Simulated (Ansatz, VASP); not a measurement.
WSe2: VASP beside Ansatz

```
CELL_PARAMETERS angstrom
3.32776 0.00000 0.00000
-1.66388 2.88193 0.00000
0.00000 0.00000 12.78953
ATOMIC_POSITIONS crystal
W 0.66667 0.33333 0.24998
W 0.33333 0.66667 0.75002
Se 0.33333 0.66667 0.37912
Se 0.66667 0.33333 0.87916
Se 0.33333 0.66667 0.12084
Se 0.66667 0.33333 0.62088
```

Change from the starting cell: equal strain along all axes, cell held, atoms relaxed: +3.0 %.

Alike in both runs: functional PBEsol; dispersion D3(BJ); k mesh 12 × 12 × 4; occupations gaussian, width 0.02 eV; no spin polarisation.

Ansatz relaxed the structure, and its values are those at the end. VASP's run is a single point on that final structure, the one shown.

```csv
,VASP,Ansatz
version,VASP 6.6.1,Ansatz 0.2.0
potentials or method,"VASP PAW PBE potentials, release 64 (W_sv, Se), cutoff 520 eV","scalar-relativistic, plane waves, PAW"
valence electrons in the cell,52,92
```

```csv
,VASP,Ansatz,Ansatz less VASP
gap on the k mesh at the Fermi level (eV),0.88,0.88,+0.005
least direct gap on the mesh (eV),1.36,1.36,+0.003
pressure (GPa),-5.3,-5.7,-0.39
rms of the force components (eV/Å),0.029,0.002,-0.0271
```

VASP's potentials were made for PBE, not for PBEsol. VASP's potentials hold 52 valence electrons a cell and Ansatz's 92, so a difference there can come from the potentials and not from the codes. Ansatz's warnings: stress scf threshold loose.

Spin-orbit coupling is off throughout.
